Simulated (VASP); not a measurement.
Here is a VASP 6.6.1 calculation.

The input POSCAR:

```
PbSe
1.0
    0.0000000000      3.1009263293      3.1009263293
    3.1009263293      0.0000000000      3.1009263293
    3.1009263293      3.1009263293      0.0000000000
Pb Se
1 1
Direct
    0.0000000000      0.0000000000      0.0000000000
    0.5000000000      0.5000000000      0.5000000000
```

INCAR.step1

```
SYSTEM = PbSe
PREC = Accurate
ENCUT = 520
ISMEAR = -1
SIGMA = 0.05
LREAL = .False.
LASPH = .True.
NELM = 150
LNONCOLLINEAR = .True.
MAGMOM = 0 0 0 0 0 0
LSORBIT = .True.
GGA_COMPAT = .False.
NBANDS = 32
GGA = PE
ALGO = Normal
EDIFF = 1E-4
LWAVE = .True.
LCHARG = .False.
```

Contents of INCAR.step2:

```
SYSTEM = PbSe
PREC = Accurate
ENCUT = 520
EDIFF = 1E-6
ISMEAR = -1
SIGMA = 0.05
LREAL = .False.
LASPH = .True.
NELM = 150
ALGO = Normal
ISIF = 2
LWAVE = .False.
LCHARG = .True.
LNONCOLLINEAR = .True.
MAGMOM = 0 0 0 0 0 0
LORBIT = 11
LSORBIT = .True.
GGA_COMPAT = .False.
LORBMOM = .True.
METAGGA = R2SCAN
LMIXTAU = .True.
LVHAR = .True.
NBANDS = 32
ISTART = 1
```

Contents of KPOINTS:

```
Automatic mesh
0
Gamma
  8 8 8
  0 0 0
```

Potentials or basis: VASP PAW PBE potentials, release 64 (Pb_d, Se).

Run with:

```bash
$ cat potpaw_PBE.64/Pb_d/POTCAR potpaw_PBE.64/Se/POTCAR > POTCAR
$ cp INCAR.step1 INCAR
$ mpirun -np 1 vasp_ncl > vasp.out
$ cp INCAR.step2 INCAR
$ mpirun -np 1 vasp_ncl > vasp.out
```

Q: What does it give for the net moment?

A: 0.00 μB per cell.

Q: What does it give for the pressure?

A: -0.7 GPa.

Moments on the atoms (μB; x, y, z):
```
Pb  0.00 0.00 0.00
Se  0.00 0.00 0.00
```

Caveat: the PAW data sets were made with another functional, which shifts forces and pressure a little.
